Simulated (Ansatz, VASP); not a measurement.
# Nb in VASP and in Ansatz

```
Nb
1.0
     5.65815    0.00000    0.00000
    -1.88605    5.33456    0.00000
     0.00000    0.00000   25.77986
Nb
12
Cartesian
  0.9430 1.3336 8.0000
  0.0000 4.0009 8.0000
  3.7721 1.3336 8.0000
  2.8291 4.0009 8.0000
  1.9011 2.6574 10.2530
  2.8382 -0.0122 10.2735
  -0.9278 2.6642 10.2735
  0.0077 -0.0043 10.2756
  2.8531 3.9641 12.5854
  3.8013 1.3146 12.5893
  0.0996 3.9324 12.6300
  0.9873 1.3252 12.5851
```

Alike in both runs: task single point; functional PBE; dispersion D3(BJ); k mesh 4 × 4 × 1; occupations gaussian, width 0.1 eV; no spin polarisation.

|  | VASP | Ansatz |
| --- | --- | --- |
| version | VASP 6.6.1 | Ansatz 0.2.0 |
| potentials or method | VASP PAW PBE potentials, release 64 (Nb_sv), cutoff 400 eV | scalar-relativistic, plane waves, PAW |
| valence electrons in the cell | 156 | 156 |

```tsv
	VASP	Ansatz	Ansatz less VASP
gap on the k mesh at the Fermi level (eV)	none	none	-
rms of the force components (eV/Å)	0.160	0.157	-0.0028
work function, face that differs most (eV)	4.52	4.52	-0.007
```

Atom by atom the forces differ by 0.004 eV/Å (rms over components). A gap of «none» marks a metal or a gap that the smearing closes.
